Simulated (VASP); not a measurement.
# Mo (Im-3m) in VASP: a series of runs, part 2 of 2

VASP 6.6.1. The steps go on from the part before.

## 3. Single point, LDA

INCAR reads:

```
ALGO = Fast
EDIFF = 1E-6
ENCUT = 520
GGA = CA
ISIF = 2
ISMEAR = 0
LASPH = True
LCHARG = False
LREAL = False
LWAVE = False
NBANDS = 13
NELM = 60
PREC = Accurate
SIGMA = 0.1
```

KPOINTS reads:

```
k-points
0
Gamma
  8 8 8
```

POSCAR reads:

```
Mo
1.0
   -1.5561832913      1.5561832913      1.5561832913
    1.5561832913     -1.5561832913      1.5561832913
    1.5561832913      1.5561832913     -1.5561832913
Mo
1
Direct
    0.0000000000      0.0000000000      0.0000000000
```

Potentials or basis: VASP PAW LDA potentials, release 64 (Mo_sv).

On the command line:

```sh
> cat potpaw_LDA.64/Mo_sv/POTCAR > POTCAR
> mpirun -np 1 vasp_std > vasp.out
```

OUTCAR:

```text
EDIFF = 1E-6
   ENCUT = 520
   GGA = CA
   ISIF = 2
   ISMEAR = 0
   LASPH = True
   LREAL = False
   NELM = 60
   PREC = Accurate

 ion  position               nearest neighbor table
   1  0.000  0.000  0.000-

  LATTYP: Found a body centered cubic cell.
 ALAT       =     3.1123665826

  Lattice vectors:

 A1 = (  -1.5561832913,   1.5561832913,   1.5561832913)
 A2 = (   1.5561832913,  -1.5561832913,   1.5561832913)
 A3 = (   1.5561832913,   1.5561832913,  -1.5561832913)

Analysis of symmetry for initial positions (statically):
=====================================================================
 Subroutine PRICEL returns:
 Original cell was already a primitive cell.

 Routine SETGRP: Setting up the symmetry group for a
 body centered cubic supercell.

 Subroutine GETGRP returns: Found 48 space group operations
 (whereof 48 operations were pure point group operations)
 out of a pool of 48 trial point group operations.

The static configuration has the point symmetry O_h .

Analysis of symmetry for dynamics (positions and initial velocities):
[... 160 lines left out ...]
 val. band max:       12.8915402085   @ k =   0.3750   0.1250   0.0000
 cond. band min:      13.0734134366   @ k =  -0.1250   0.1250   0.1250
 fundamental gap:      0.1818732281
 Fermi energy:        12.9569713925

 k-point     1 :       0.0000    0.0000    0.0000
  band No.  band energies     occupation
      1     -47.8799      2.00000
      2     -21.2303      2.00000
      3     -21.2303      2.00000
      4     -21.2303      2.00000
      5       5.7205      2.00000
      6      11.6170      2.00000
      7      11.6170      2.00000
      8      11.6170      2.00000
      9      14.7553      0.00000
     10      14.7553      0.00000
     11      27.9378      0.00000
     12      27.9378      0.00000
     13      27.9378      0.00000
[... 354 lines left out ...]
  band No.  band energies     occupation
      1     -47.4973      2.00000
      2     -22.4133      2.00000
      3     -21.9586      2.00000
      4     -21.8163      2.00000
      5       8.9130      2.00000
      6       9.5451      2.00000
      7      12.4000      2.00000
      8      13.2749      0.00001
      9      16.1088      0.00000
     10      18.3183      0.00000
     11      27.3429      0.00000
     12      29.4353      0.00000
     13      30.4059      0.00000

 [... further k-points ...]
[... 5 lines left out ...]
  --------------------------------------------------------------------------------------
  -------------------------------------------------------------------------------------
  Total        0.1161563      0.1161563      0.1161563      0.0000000      0.0000000      0.0000000
  in kB       12.3455710     12.3455710     12.3455710      0.0000000      0.0000000      0.0000000
  external PRESSURE =      12.3455710 kB  Pullay stress =       0.0000000 kB

 VOLUME and BASIS-vectors are now :
 -----------------------------------------------------------------------------
  energy-cutoff  :      520.00
  volume of cell :       15.07
      direct lattice vectors                 reciprocal lattice vectors
    -1.556183291  1.556183291  1.556183291     0.000000000  0.321298913  0.321298913
     1.556183291 -1.556183291  1.556183291     0.321298913  0.000000000  0.321298913
     1.556183291  1.556183291 -1.556183291     0.321298913  0.321298913  0.000000000

 POSITION                                       TOTAL-FORCE (eV/Angst)
 -----------------------------------------------------------------------------------
      0.00000      0.00000      0.00000         0.000000     -0.000000      0.000000
 -----------------------------------------------------------------------------------
    total drift:                                0.000000     -0.000000      0.000000

  FREE ENERGIE OF THE ION-ELECTRON SYSTEM (eV)
  ---------------------------------------------------
  free  energy   TOTEN  =       -12.1070610913 eV

  energy  without entropy=      -12.1014892393  energy(sigma->0) =      -12.10427517
```

stdout:

```text
POSCAR found type information on POSCAR Mo
 POSCAR found :  1 types and       1 ions
 scaLAPACK will be used
 LDA part: xc-table for (Slater(with rela. corr.)+CA(PZ))
 , standard interpolation
 POSCAR, INCAR and KPOINTS ok, starting setup
 FFT: planning ... GRIDC
 FFT: planning ... GRID_SOFT
 FFT: planning ... GRID
 WAVECAR not read
 entering main loop
```

It took 3 s on 1 thread of Intel Xeon 6975P-C (Granite Rapids), shared host; peak memory 0.12 GiB.

Results:

* Free energy: -12.1071 eV
* Pressure: 1.2 GPa
* Band gap on the k mesh: zero (band 7 reaches 17.29 eV, above the bottom of band 8 at 11.62 eV)

## 4. Single point, LDA

INCAR reads:

```
SYSTEM = Mo
PREC = Accurate
ENCUT = 520
EDIFF = 1E-6
ISMEAR = 0
SIGMA = 0.1
LREAL = .False.
LASPH = .True.
NELM = 80
ALGO = Normal
ISIF = 2
LWAVE = .False.
LCHARG = .False.
NBANDS = 13
```

KPOINTS reads:

```
regular mesh
0
Gamma
  16 16 16
  0 0 0
```

POSCAR reads:

```
Mo
1.0
   -1.5554689552      1.5554689552      1.5554689552
    1.5554689552     -1.5554689552      1.5554689552
    1.5554689552      1.5554689552     -1.5554689552
Mo
1
Direct
    0.0000000000      0.0000000000      0.0000000000
```

On the command line:

```sh
> cat potpaw_LDA.64/Mo_sv/POTCAR > POTCAR
> mpirun -np 1 vasp_std > vasp.out
```

Run time: 8.5 s. Hardware: 1 thread of Intel Xeon 6975P-C (Granite Rapids), shared host; peak memory 0.14 GiB.

Results (log left out):

| Item | Value |
| --- | --- |
| Free energy | -12.1369 eV |
| Pressure | 1.2 GPa |
| Band gap on the k mesh | zero (band 7 reaches 17.32 eV, above the bottom of band 8 at 11.64 eV) |

Levels at points of the mesh, in eV from the Fermi level:
```
           k point  band 3  band 4  band 5  band 6  band 7  band 8  band 9  band 10  band 11  band 12
(0.00, 0.00, 0.00)  -34.30  -34.30   -7.37   -1.46   -1.46   -1.46    1.68     1.68    14.86    14.86
(0.50, 0.00, 0.00)  -34.81  -34.32   -5.59   -3.61    1.74    1.81    2.39     5.04    12.02    12.21
(0.50, 0.50, 0.50)  -35.40  -35.40   -5.78   -5.78    4.22    4.22    4.22     9.33     9.33     9.33
```

## 5. Single point, LDA

INCAR reads:

```
SYSTEM = Mo
PREC     = Accurate       ! precision mode
ENCUT    = 520            ! plane-wave cutoff, eV
EDIFF    = 1E-6           ! SCF threshold, eV
ISMEAR   = -1             ! smearing method
SIGMA    = 0.15           ! smearing width, eV
LREAL    = .False.        ! projectors in reciprocal space
LASPH    = .True.         ! aspherical terms in the spheres
NELM     = 80             ! most SCF steps
ALGO     = Fast           ! electronic algorithm
ISIF     = 2              ! what is computed and relaxed
LWAVE    = .False.        ! write WAVECAR
LCHARG   = .False.        ! write CHGCAR
NBANDS   = 13             ! bands
```

KPOINTS reads:

```
Automatic mesh
0
Gamma
  16 16 16
  0 0 0
```

POSCAR reads:

```
Mo
1.0
   -1.5557731759      1.5557731759      1.5557731759
    1.5557731759     -1.5557731759      1.5557731759
    1.5557731759      1.5557731759     -1.5557731759
Mo
1
Direct
    0.0000000000      0.0000000000      0.0000000000
```

On the command line:

```sh
> cat potpaw_LDA.64/Mo_sv/POTCAR > POTCAR
> mpirun -np 1 vasp_std > vasp.out
```

Run time: 10 s. Hardware: 1 thread of Intel Xeon 6975P-C (Granite Rapids), shared host; peak memory 0.13 GiB.

The run converged. Its results:

* Free energy: -12.1568 eV
* Pressure: 1.1 GPa
* Band gap on the k mesh: zero (band 7 reaches 17.31 eV, above the bottom of band 8 at 11.63 eV)

Levels at points of the mesh, in eV from the Fermi level:
```csv
k point,band 3,band 4,band 5,band 6,band 7,band 8,band 9,band 10,band 11,band 12
"(0.00, 0.00, 0.00)",-34.28,-34.28,-7.34,-1.44,-1.44,-1.44,1.71,1.71,14.88,14.88
"(0.50, 0.00, 0.00)",-34.78,-34.29,-5.55,-3.58,1.77,1.84,2.42,5.06,12.05,12.23
"(0.50, 0.50, 0.50)",-35.37,-35.37,-5.75,-5.75,4.24,4.24,4.24,9.35,9.35,9.35
```

## 6. The runs side by side

```tsv
task	cell	k mesh	cutoff (eV)	smearing	gap on the mesh (eV)	pressure (GPa)
relaxation of cell and atoms	relaxed from a = 2.694 Å, angles 109.5°, 1 atom	16 × 16 × 16	600	fermi-dirac 0.15 eV	none	0.0
single point	a = 2.695 Å, angles 109.5°, 1 atom	8 × 8 × 8	520	gaussian 0.1 eV	none	1.2
single point	a = 2.694 Å, angles 109.5°, 1 atom	16 × 16 × 16	520	gaussian 0.1 eV	none	1.2
single point	a = 2.695 Å, angles 109.5°, 1 atom	16 × 16 × 16	520	fermi-dirac 0.15 eV	none	1.1
```

Alike in all rows: level LDA; potentials or basis VASP PAW LDA potentials, release 64 (Mo_sv); no spin polarisation.

Every run on the cell as given and a fine mesh finds a metal.

Total energies depend on the potentials used, so only differences within one code and one set of settings carry meaning.
